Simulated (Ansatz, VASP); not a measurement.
## GeSbTe3: VASP beside Ansatz

Contents of INCAR:

```
SYSTEM = GeSbTe3
PREC = Accurate ; ENCUT = 520
EDIFF = 1E-7 ; ISMEAR = 0
SIGMA = 0.1 ; LREAL = .FALSE.
LASPH = .TRUE. ; NELM = 100
ALGO = Normal ; ISIF = 2
LWAVE = .FALSE. ; LCHARG = .TRUE.
GGA = PE ; LELF = .TRUE.
LVHAR = .TRUE. ; NBANDS = 26
```

KPOINTS

```
Automatic mesh
0
G
  3 3 4
  0 0 0
```

Contents of POSCAR:

```
GeSbTe3
1.0
    6.0257588200      0.0000000000      0.0000000000
   -3.0128794100      5.2184602200      0.0000000000
    0.0000000000      0.0000000000      5.7319461700
Ge Sb Te
1 1 3
Direct
    0.0000000000      0.0000000000      0.5000000000
    0.0000000000      0.0000000000      0.0000000000
    0.5000000000      0.0000000000      0.0000000000
    0.0000000000      0.5000000000      0.0000000000
    0.5000000000      0.5000000000      0.0000000000
```

Input for Ansatz:

```yaml
crystal:
  lattice:
    - [6.02575882, 0.0, 0.0]
    - [-3.01287941, 5.21846022, 0.0]
    - [0.0, 0.0, 5.73194617]
  atoms:
    - { symbol: Ge, position: [0.0, 0.0, 0.5] }
    - { symbol: Sb, position: [0.0, 0.0, 0.0] }
    - { symbol: Te, position: [0.5, 0.0, 0.0] }
    - { symbol: Te, position: [0.0, 0.5, 0.0] }
    - { symbol: Te, position: [0.5, 0.5, 0.0] }
basis:
  ecutwfc: 420
kpoints:
  mp_grid: { grid: [3, 3, 4] }
hamiltonian:
  xc: pbe
scf:
  occupations: { method: gaussian, width: 0.1 }
  lower_state_search: "off"
output:
  forces: true
  stress: true
  eigenvalues: true
```

Alike in both runs: task single point; functional PBE; k mesh 3 × 3 × 4; occupations gaussian, width 0.1 eV; no spin polarisation.

```csv
,VASP,Ansatz
version,VASP 6.6.1,Ansatz 0.2.0
potentials or method,"VASP PAW PBE potentials, release 64 (Ge_d, Sb, Te), cutoff 520 eV","scalar-relativistic, plane waves, PAW"
valence electrons in the cell,37,77
```

VASP gave:

- gap on the k mesh at the Fermi level (eV): none
- pressure (GPa): 6.7
- traceless stress, the component that is largest in VASP (GPa): -10.97

Problem. Estimate Ansatz's values.

Solution. gap on the k mesh at the Fermi level (eV): none; pressure (GPa): 6.7; traceless stress, the component that is largest in VASP (GPa): -10.98.

A gap of «none» marks a metal or a gap that the smearing closes. VASP's potentials hold 37 valence electrons a cell and Ansatz's 77, so a difference there can come from the potentials and not from the codes.

The k mesh is coarse, so the values compare programs but aren't converged. Neither program's run includes spin-orbit coupling.
